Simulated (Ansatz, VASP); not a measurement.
# Ta: VASP beside Ansatz

Contents of INCAR:

```
  PREC = Accurate
  ENCUT = 520
  EDIFF = 1E-6
  ISMEAR = -1
  SIGMA = 0.05
  LREAL = False
  LASPH = True
  NELM = 100
  ALGO = Normal
  ISIF = 2
  LWAVE = False
  LCHARG = False
  NBANDS = 12
```

KPOINTS

```
Automatic mesh
0
Gamma
  14 14 14
```

Contents of POSCAR:

```
Ta
1.0
    2.3822085167      0.0000000000      0.0000000000
    0.0000000000      2.3822085167      0.0000000000
    0.0000000000      0.0000000000      2.3822085167
Ta
1
Direct
    0.0000000000      0.0000000000      0.0000000000
```

Input for Ansatz:

```yaml
crystal:
  lattice:
    - [2.3822085167, 0.0, 0.0]
    - [0.0, 2.3822085167, 0.0]
    - [0.0, 0.0, 2.3822085167]
  atoms:
    - { symbol: Ta, position: [0.0, 0.0, 0.0] }
kpoints:
  mp_grid: { grid: [14, 14, 14] }
scf:
  occupations: { method: fermi_dirac, width: 0.05 }
hamiltonian:
  xc: lda
  pseudopotentials: { kind: all_electron, lapw: { basis_error: 0.001 } }
output:
  forces: true
  stress: true
  eigenvalues: true
  populations: true
```

Change from the starting cell: volume scaled by 0.7, LAPW.

Alike in both runs: task single point; functional LDA; k mesh 14 × 14 × 14; occupations fermi-dirac, width 0.05 eV; no spin polarisation.

|  | VASP | Ansatz |
| --- | --- | --- |
| version | VASP 6.6.1 | Ansatz 0.2.0 |
| potentials or method | VASP PAW LDA potentials, release 64 (Ta_pv), cutoff 520 eV | all-electron LAPW, scalar-relativistic |

Ansatz gave:

- pressure (GPa): 117.0

Q: Estimate VASP's values.

A: Pressure (GPa): 122.2.

LDA's correlation is that of Perdew and Zunger in VASP and of Perdew and Wang (1992) in Ansatz. Both programs put the cell under a high pressure, so it lies far from rest at this level. Ansatz ran all-electron here, and VASP with PAW potentials.

Neither program's run includes spin-orbit coupling. Noted on VASP's run: the cell as given lies far from equilibrium.
